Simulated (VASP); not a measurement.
# TaN (I4mm) in VASP: further runs

TaN is run at these levels: PBE; tasks: single point.

Everything below comes from runs of VASP 6.6.1. Logs are shortened: lines on timing, memory, paths and dates and some standing lists are left out, and cuts for length are marked.

**1. The cell of the first run**

The structure is tetragonal, space group I4mm (No. 107). The conventional cell has a = 3.123 Å, b = 3.123 Å, c = 4.417 Å, α = 90.00°, β = 90.00°, γ = 90.00°. Within 2.5 Å of Ta (site symmetry 4mm) lie 5 N at 1.91 to 2.23 Å. N (site symmetry 4mm) has 5 Ta at 1.91 to 2.23 Å within 2.5 Å.

**2. Single point, PBE (all Ta atoms moved -0.300 Å, as atom 1 along Cartesian [0 0 1])**

Input file INCAR:

```
ALGO = Normal ; EDIFF = 1E-7
ENCUT = 520 ; GGA = PE
ISIF = 2 ; ISMEAR = 0
LASPH = True ; LCHARG = False
LREAL = False ; LWAVE = False
NBANDS = 15 ; NELM = 100
PREC = Accurate ; SIGMA = 0.15
```

Input file KPOINTS:

```
k-points
0
Gamma
  24 24 24
```

Input file POSCAR:

```
TaN
1.0
    0.0000000000      2.2086347786      2.2086347786
    2.2086347786      0.0000000000      2.2086347786
    2.2086347786      2.2086347786      0.0000000000
Ta N
1 1
Direct
    0.4320847424      0.4320847424      0.5679152576
    0.0000000000      0.0000000000      0.0000000000
```

Potentials or basis: VASP PAW PBE potentials, release 64 (Ta_pv, N).

Run with:

```sh
> cat potpaw_PBE.64/Ta_pv/POTCAR potpaw_PBE.64/N/POTCAR > POTCAR
> mpirun -np 1 vasp_std > vasp.out
```

OUTCAR:

```text
EDIFF = 1E-7
   ENCUT = 520
   GGA = PE
   ISIF = 2
   ISMEAR = 0
   LASPH = True
   LREAL = False
   NELM = 100
   PREC = Accurate

 ion  position               nearest neighbor table
   1  0.432  0.432  0.568-   2 1.91   2 2.23   2 2.23   2 2.23   2 2.23   2 2.51
   2  0.000  0.000  0.000-   1 1.91   1 2.23   1 2.23   1 2.23   1 2.23   1 2.51

  LATTYP: Found a face centered cubic cell.
 ALAT       =     4.4172695572

  Lattice vectors:

 A1 = (   0.0000000000,   2.2086347786,   2.2086347786)
 A2 = (   2.2086347786,   0.0000000000,   2.2086347786)
 A3 = (   2.2086347786,   2.2086347786,   0.0000000000)

Analysis of symmetry for initial positions (statically):
=====================================================================
 Subroutine PRICEL returns:
 Original cell was already a primitive cell.

 Routine SETGRP: Setting up the symmetry group for a
 face centered cubic supercell.

 Subroutine GETGRP returns: Found  8 space group operations
 (whereof  8 operations were pure point group operations)
 out of a pool of 48 trial point group operations.

The static configuration has the point symmetry C_4v.

Analysis of symmetry for dynamics (positions and initial velocities):
=====================================================================
 Subroutine PRICEL returns:
 Original cell was already a primitive cell.

 Routine SETGRP: Setting up the symmetry group for a
 face centered cubic supercell.

 Subroutine GETGRP returns: Found  8 space group operations
 (whereof  8 operations were pure point group operations)
 out of a pool of 48 trial point group operations.

The dynamic configuration has the point symmetry C_4v.

 Subroutine INISYM returns: Found  8 space group operations
 (whereof  8 operations are pure point group operations),
 and found     1 'primitive' translations

----------------------------------------------------------------------------------------

                                     Primitive cell

  volume of cell :      21.5477

  direct lattice vectors                    reciprocal lattice vectors
     0.000000000  2.208634779  2.208634779    -0.226384192  0.226384192  0.226384192
     2.208634779  0.000000000  2.208634779     0.226384192 -0.226384192  0.226384192
     2.208634779  2.208634779  0.000000000     0.226384192  0.226384192 -0.226384192

  length of vectors
     3.123481258  3.123481258  3.123481258     0.392108923  0.392108923  0.392108923

  position of ions in fractional coordinates (direct lattice)
     0.432084742  0.432084742  0.567915258
     0.000000000  0.000000000  0.000000000

  ion indices of the primitive-cell ions
   primitive index   ion index
                 1           1
                 2           2

----------------------------------------------------------------------------------------

 KPOINTS: k-points

Automatic generation of k-mesh.
 Grid dimensions read from file:
 generate k-points for:   24   24   24

 Generating k-lattice:

  Cartesian coordinates                     Fractional coordinates (reciprocal lattice)
    -0.009432675  0.009432675  0.009432675     0.041666667  0.000000000  0.000000000
     0.009432675 -0.009432675  0.009432675     0.000000000  0.041666667  0.000000000
     0.009432675  0.009432675 -0.009432675     0.000000000  0.000000000  0.041666667

  Length of vectors
     0.016337872  0.016337872  0.016337872

  Shift w.r.t. Gamma in fractional coordinates (k-lattice)
     0.000000000  0.000000000  0.000000000

 Subroutine IBZKPT returns following result:
 ===========================================

 Found   1063 irreducible k-points:

 Following reciprocal coordinates:
            Coordinates               Weight
  0.000000  0.000000  0.000000      1.000000
  0.041667  0.000000  0.000000      8.000000
  0.083333  0.000000  0.000000      8.000000
  0.125000  0.000000  0.000000      8.000000
  0.166667  0.000000  0.000000      8.000000
  0.208333  0.000000  0.000000      8.000000
[... 16 lines left out ...]
  0.000000  0.208333  0.041667     16.000000
  0.250000  0.041667  0.000000      8.000000
 [... further k-points ...]
   k-points           NKPTS =   1063   k-points in BZ     NKDIM =   1063   number of bands    NBANDS=     15
   number of dos      NEDOS =    301   number of ions     NIONS =      2
   total plane-waves  NPLWV =  13824
   dimension x,y,z NGX =    24 NGY =   24 NGZ =   24
   dimension x,y,z NGXF=    48 NGYF=   48 NGZF=   48
   ions per type =               1   1
   NGX,Y,Z   is equivalent  to a cutoff of  12.77, 12.77, 12.77 a.u.
   NGXF,Y,Z  is equivalent  to a cutoff of  25.55, 25.55, 25.55 a.u.
 SYSTEM =  unknown system
   PREC   = accura    normal or accurate (medium, high low for compatibility)
   ISTART =      0    job   : 0-new  1-cont  2-samecut
   ICHARG =      2    charge: 1-file 2-atom 10-const
   ISPIN  =      1    spin polarized calculation?
   LNONCOLLINEAR =      F non collinear calculations
   LSORBIT =      F    spin-orbit coupling
   LASPH  =      T    aspherical Exc in radial PAW
   ENCUT  =  520.0 eV  38.22 Ry    6.18 a.u.   5.81  5.81  5.81*2*pi/ulx,y,z
   NELM   =    100;   NELMIN=  2; NELMDL= -5     # of ELM steps
   EDIFF  = 0.1E-06   stopping-criterion for ELM
   LREAL  =      F    real-space projection
   EDIFFG = 0.1E-05   stopping-criterion for IOM
   NSW    =      0    number of steps for IOM
   IBRION =     -1    ionic relax: 0-MD 1-quasi-New 2-CG
   NFREE  =      0    steps in history (QN), initial steepest desc. (CG)
   ISIF   =      2    stress and relaxation
   ISYM   =      2    0-nonsym 1-usesym 2-fastsym
   POTIM  = 0.5000    time-step for ionic-motion
   TEBEG  =    0.0;   TEEND  =   0.0 temperature during run
   PSTRESS=    0.0 pullay stress
   NELECT =      16.0000    total number of electrons
   NUPDOWN=      -1.0000    fix difference up-down
   EMIN   =  10.00;   EMAX   =-10.00  energy-range for DOS
   EFERMI =   0.00;   METHOD = LEGACY
   ISMEAR =     0;   SIGMA  =   0.15  broadening in eV -4-tet -1-fermi 0-gaus
   EFERMI_NEDOS =   21; number of points for ismear=-14 and -15
   IALGO  =     38    algorithm
   IMIX   =      4    mixing-type and parameters
     AMIX     =   0.40;   BMIX     =  1.00
     AMIX_MAG =   1.60;   BMIX_MAG =  1.00
  volume/ion in A,a.u.               =      10.77        72.71
  Fermi-wavevector in a.u.,A,eV,Ry     =   1.482453  2.801430 29.901072  2.197667
  Thomas-Fermi vector in A             =   2.596237
   LORBIT       =      0    0 simple, 1 ext, 2 COOP (PROOUT), +10 PAW based schemes
   GGA     = PE    functional components
   LHFCALC =     F    Hartree Fock is set to
   AEXX    =    0.0000 exact exchange contribution
   IVDW    =     0    specifies the selected vdW correction
   LEPSILON=     F    determine dielectric tensor
   LRPA    =     F    only Hartree local field effects (RPA)
 non-spin polarized calculation
 Gauss-broadening in eV      SIGMA  =   0.15
  energy-cutoff  :      520.00
  volume of cell :       21.55
 maximum number of plane-waves:       604
   NGX = 11   NGY = 11   NGZ = 11

 number of electron      16.0000001 magnetization

 Free energy of the ion-electron system (eV)
  ---------------------------------------------------
  ext. energy  EPLUGINS =         0.00000000
  ---------------------------------------------------
  free energy    TOTEN  =       -21.39482918 eV

  energy without entropy =      -21.38604980  energy(sigma->0) =      -21.39043949

 E-fermi :   9.2548     XC(G=0): -13.3224

 val. band max:        9.2524145569   @ k =   0.0833   0.0417   0.3333
 cond. band min:       9.2550319809   @ k =   0.1250   0.0417  -0.3333
 fundamental gap:      0.0026174240
 Fermi energy:         9.2547864980

 k-point     1 :       0.0000    0.0000    0.0000
  band No.  band energies     occupation
      1     -26.4009      2.00000
      2     -26.2585      2.00000
      3     -26.2585      2.00000
      4      -9.3720      2.00000
      5       4.2086      2.00000
      6       4.2086      2.00000
      7       4.2243      2.00000
      8       7.4390      2.00000
      9       8.9825      1.98974
     10       8.9825      1.98974
     11       9.5696      0.00300
     12      10.5217      0.00000
     13      11.6426      0.00000
     14      18.5546      0.00000
     15      21.9156      0.00000

 k-point     2 :       0.0417    0.0000    0.0000
  band No.  band energies     occupation
      1     -26.4078      2.00000
      2     -26.2684      2.00000
      3     -26.2600      2.00000
      4      -9.3313      2.00000
      5       3.8781      2.00000
      6       4.1658      2.00000
      7       4.4231      2.00000
      8       7.4415      2.00000
      9       8.7515      2.00000
     10       8.8801      1.99959
     11       9.9316      0.00000
     12      10.6830      0.00000
     13      11.8010      0.00000
     14      18.6864      0.00000
     15      21.9155      0.00000

 k-point     3 :       0.0833    0.0000    0.0000
  band No.  band energies     occupation
      1     -26.4322      2.00000
      2     -26.2931      2.00000
      3     -26.2645      2.00000
      4      -9.2114      2.00000
      5       3.4415      2.00000
      6       4.0379      2.00000
      7       4.4694      2.00000
      8       7.4544      2.00000
      9       8.5026      2.00000
     10       8.7107      2.00000
     11      10.5701      0.00000
     12      11.0781      0.00000
     13      12.2193      0.00000
     14      19.0687      0.00000
     15      21.9153      0.00000
[... 343 lines left out ...]
 k-point    23 :       0.0000    0.2083    0.0417
  band No.  band energies     occupation
      1     -26.6149      2.00000
      2     -26.3718      2.00000
      3     -26.2893      2.00000
      4      -8.5474      2.00000
      5       1.9776      2.00000
      6       3.2853      2.00000
      7       3.9795      2.00000
      8       7.6062      2.00000
      9       8.5405      2.00000
     10       9.0388      1.95828
     11      12.2969      0.00000
     12      12.9917      0.00000
     13      13.9391      0.00000
     14      20.9658      0.00000
     15      21.9144      0.00000

 k-point    24 :       0.2500    0.0417    0.0000
  band No.  band energies     occupation
      1     -26.7383      2.00000
      2     -26.3570      2.00000
      3     -26.3123      2.00000
      4      -8.2026      2.00000
      5       1.4465      2.00000
      6       3.1794      2.00000
      7       3.2476      2.00000
      8       7.9480      2.00000
      9       9.1657      1.59886
     10       9.2716      0.87406
     11      12.9372      0.00000
     12      13.1172      0.00000
     13      15.0156      0.00000
     14      21.5337      0.00000
     15      21.9182      0.00000

 [... further k-points ...]

------------------------ aborting loop because EDIFF is reached ----------------------------------------

  FORCE on cell =-STRESS in cart. coord.  units (eV):
  Direction    XX          YY          ZZ          XY          YZ          ZX
  --------------------------------------------------------------------------------------
  -------------------------------------------------------------------------------------
  Total        0.2311644      0.2311644      6.1291104      0.0000000     -0.0000000      0.0000000
  in kB       17.1881763     17.1881763    455.7286292      0.0000000     -0.0000000      0.0000000
  external PRESSURE =     163.3683273 kB  Pullay stress =       0.0000000 kB

 VOLUME and BASIS-vectors are now :
 -----------------------------------------------------------------------------
  energy-cutoff  :      520.00
  volume of cell :       21.55
      direct lattice vectors                 reciprocal lattice vectors
     0.000000000  2.208634779  2.208634779    -0.226384192  0.226384192  0.226384192
     2.208634779  0.000000000  2.208634779     0.226384192 -0.226384192  0.226384192
     2.208634779  2.208634779  0.000000000     0.226384192  0.226384192 -0.226384192

 POSITION                                       TOTAL-FORCE (eV/Angst)
 -----------------------------------------------------------------------------------
      2.20863      2.20863      1.90863         0.000000      0.000000      3.655239
      0.00000      0.00000      0.00000         0.000000      0.000000     -3.655239
 -----------------------------------------------------------------------------------
    total drift:                               -0.000000     -0.000000      0.000103

  FREE ENERGIE OF THE ION-ELECTRON SYSTEM (eV)
  ---------------------------------------------------
  free  energy   TOTEN  =       -21.3948291764 eV

  energy  without entropy=      -21.3860498012  energy(sigma->0) =      -21.39043949
```

Run time: 9.4 min. Hardware: 1 thread of AMD EPYC 7R13, shared host; peak memory 0.41 GiB.

Results:

```yaml
Free_energy: -21.3948 eV
Pressure: 16.3 GPa
Largest_force: 3.655 eV/Å
Band_gap_on_the_k_mesh: zero (band 8 reaches 10.72 eV, above the bottom of band 9 at 8.01 eV)
```

Forces in eV/Å, atoms in the order of the input:
```
Ta   0.000  0.000  3.655
N    0.000  0.000 -3.655
```

Stress tensor (GPa, compression positive):
```
 1.72  0.00  0.00
 0.00  1.72  0.00
 0.00  0.00 45.57
```

Levels at points of the mesh, in eV from the Fermi level:
| k point | band 5 | band 6 | band 7 | band 8 | band 9 | band 10 | band 11 | band 12 |
| --- | --- | --- | --- | --- | --- | --- | --- | --- |
| (0.00, 0.00, 0.00) | -5.05 | -5.05 | -5.03 | -1.82 | -0.27 | -0.27 | 0.31 | 1.27 |
| (0.50, 0.00, 0.00) | -10.03 | -7.32 | -7.19 | 1.47 | 1.95 | 2.21 | 3.73 | 6.27 |
| (0.50, 0.50, 0.00) | -6.25 | -5.20 | -4.56 | -4.56 | 2.40 | 2.95 | 3.60 | 3.60 |
| (0.00, 0.50, 0.50) | -7.09 | -6.56 | -4.85 | -2.31 | 2.88 | 3.61 | 3.69 | 3.98 |

Caveat: the cell differs from its parent crystal (all Ta atoms moved -0.300 Å, as atom 1 along Cartesian [0 0 1]); spin-orbit coupling is left out, which moves the levels of the heavy elements; forces of over 1 eV/Å act on the atoms, so gaps and moduli don't describe the material at rest.

**3. Single point, PBE (all Ta atoms moved +0.225 Å, as atom 1 along Cartesian [0 0 1])**

Input file INCAR:

```
SYSTEM = TaN
  PREC = Accurate
  ENCUT = 520
  EDIFF = 1E-7
  ISMEAR = 0
  SIGMA = 0.15
  LREAL = .False.
  LASPH = .True.
  NELM = 80
  ALGO = Normal
  ISIF = 2
  LWAVE = .False.
  LCHARG = .True.
  GGA = PE
  LELF = .True.
  LVHAR = .True.
  NBANDS = 15
```

Input file KPOINTS:

```
Automatic mesh
0
Gamma
  24 24 24
  0 0 0
```

Edit POSCAR of step 2 so:

```diff
@@ -8,3 +8,3 @@
 Direct
-    0.4320847424      0.4320847424      0.5679152576
+    0.5509364432      0.5509364432      0.4490635568
     0.0000000000      0.0000000000      0.0000000000
```

Potentials or basis: VASP PAW PBE potentials, release 64 (Ta_pv, N).

Run with:

```sh
> cat potpaw_PBE.64/Ta_pv/POTCAR potpaw_PBE.64/N/POTCAR > POTCAR
> mpirun -np 1 vasp_std > vasp.out
```

Wall time 8.6 min (1 thread of AMD EPYC 7R13, shared host); peak memory 0.41 GiB.

It converged, with:

| Quantity | Value |
| --- | --- |
| Free energy | -21.6126 eV |
| Pressure | 9.2 GPa |
| Largest force | 2.246 eV/Å |
| Band gap on the k mesh | zero (band 8 reaches 10.96 eV, above the bottom of band 9 at 7.89 eV) |

Forces in eV/Å, atoms in the order of the input:
```
Ta   0.000  0.000 -2.246
N    0.000  0.000  2.246
```

Stress tensor (GPa, compression positive):
```
 1.43  0.00  0.00
 0.00  1.43  0.00
 0.00  0.00 24.88
```

Levels at points of the mesh, in eV from the Fermi level:
```tsv
k point	band 5	band 6	band 7	band 8	band 9	band 10	band 11	band 12
(0.00, 0.00, 0.00)	-4.61	-4.61	-4.58	-1.90	-0.87	-0.87	0.24	1.30
(0.50, 0.00, 0.00)	-10.10	-7.35	-7.28	1.68	1.97	2.09	3.71	6.72
(0.50, 0.50, 0.00)	-6.38	-5.25	-4.54	-4.54	2.29	3.58	3.58	3.66
(0.00, 0.50, 0.50)	-6.60	-6.55	-4.72	-2.99	2.59	3.59	3.63	4.18
```

Caveat: the cell differs from its parent crystal (all Ta atoms moved +0.225 Å, as atom 1 along Cartesian [0 0 1]); spin-orbit coupling is left out, which moves the levels of the heavy elements; forces of over 1 eV/Å act on the atoms, so gaps and moduli don't describe the material at rest.

**4. Single point, PBE (all Ta atoms moved -0.150 Å, as atom 1 along Cartesian [0 0 1])**

Input file INCAR:

```
SYSTEM = TaN
PREC = Accurate
ENCUT = 520
EDIFF = 1E-6
ISMEAR = 0
SIGMA = 0.15
LREAL = .False.
LASPH = .True.
NELM = 60
ALGO = Normal
ISIF = 2
LWAVE = .False.
LCHARG = .False.
GGA = PE
NBANDS = 15
```

KPOINTS is that of step 3.

Edit POSCAR of step 3 so:

```diff
@@ -8,3 +8,3 @@
 Direct
-    0.5509364432      0.5509364432      0.4490635568
+    0.4660423712      0.4660423712      0.5339576288
     0.0000000000      0.0000000000      0.0000000000
```

Run with:

```sh
> cat potpaw_PBE.64/Ta_pv/POTCAR potpaw_PBE.64/N/POTCAR > POTCAR
> mpirun -np 1 vasp_std > vasp.out
```

Wall time 7.7 min (1 thread of AMD EPYC 7R13, shared host); peak memory 0.41 GiB.

It converged, with:

```
Free energy            : -21.7434 eV
Pressure               : 4.4 GPa
Largest force          : 1.284 eV/Å
Band gap on the k mesh : zero (band 8 reaches 11.13 eV, above the bottom of band 9 at 7.75 eV)
```

Forces on the atoms (eV/Å):
```
Ta   0.000  0.000  1.284
N    0.000  0.000 -1.284
```

Stress tensor (GPa, compression positive):
```
 0.97  0.00  0.00
 0.00  0.97  0.00
 0.00  0.00 11.36
```

Levels at points of the mesh, in eV from the Fermi level:
```tsv
k point	band 4	band 5	band 6	band 7	band 8	band 9	band 10	band 11	band 12	band 13
(0.00, 0.00, 0.00)	-18.70	-4.23	-4.23	-4.19	-1.98	-1.44	-1.44	0.15	0.78	1.41
(0.50, 0.00, 0.00)	-15.81	-10.18	-7.41	-7.38	1.79	1.96	1.97	3.73	7.07	7.73
(0.50, 0.50, 0.00)	-17.43	-6.50	-5.31	-4.57	-4.57	2.18	3.53	3.53	4.12	6.07
(0.00, 0.50, 0.50)	-17.44	-6.58	-6.13	-4.65	-3.66	2.32	3.53	3.55	4.31	6.73
```

Caveat: the cell differs from its parent crystal (all Ta atoms moved -0.150 Å, as atom 1 along Cartesian [0 0 1]); spin-orbit coupling is left out, which moves the levels of the heavy elements; forces of over 1 eV/Å act on the atoms, so gaps and moduli don't describe the material at rest.

(Part 1 of 2 ends here.)
